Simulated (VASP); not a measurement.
The system is ZnCdSi2P4.

```
CELL_PARAMETERS angstrom
5.51607 -0.00003 -0.00001
-0.00003 5.51607 -0.00001
-0.00002 -0.00002 10.47623
ATOMIC_POSITIONS crystal
Zn 0.02315 0.00153 0.99151
Zn 0.47940 0.01748 0.74700
Cd 0.95802 0.49275 0.22764
Cd 0.49824 0.51685 0.49020
Si 0.97671 0.99994 0.51025
Si 0.49654 0.00982 0.26333
Si 0.51930 0.47745 0.00173
Si 0.99620 0.48448 0.75023
P 0.29286 0.25501 0.11657
P 0.21608 0.25742 0.62642
P 0.72853 0.74580 0.12396
P 0.72093 0.23651 0.38083
P 0.26970 0.77270 0.36845
P 0.24491 0.71570 0.88460
P 0.77748 0.74795 0.61528
P 0.76927 0.29346 0.88599
```

Base run:

| Quantity | Value |
| --- | --- |
| Program | VASP 6.6.1 |
| Functional | PBEsol |
| Potentials or basis | VASP PAW PBE potentials, release 64 (Zn, Cd, Si, P) |
| Cutoff | 520 eV |
| k mesh | 3 × 3 × 3 |
| Occupations | fermi-dirac, width 0.05 eV |
| Spin | no spin polarisation |

Its results: band gap on the k mesh 0.97 eV, direct; pressure 3.5 GPa; largest force 4.675 eV/Å.

Question: The run is repeated on the same cell with these changes: k mesh from 3 × 3 × 3 to 2 × 2 × 2, shifted. What comes out?

Answer: Band gap on the k mesh 1.87 eV, indirect (least direct gap 1.93 eV); pressure 3.6 GPa; largest force 4.657 eV/Å.

Caveats: some runs use coarse meshes; the PAW data sets were made with another functional, which shifts forces and pressure a little.

A k mesh can miss the band edges.
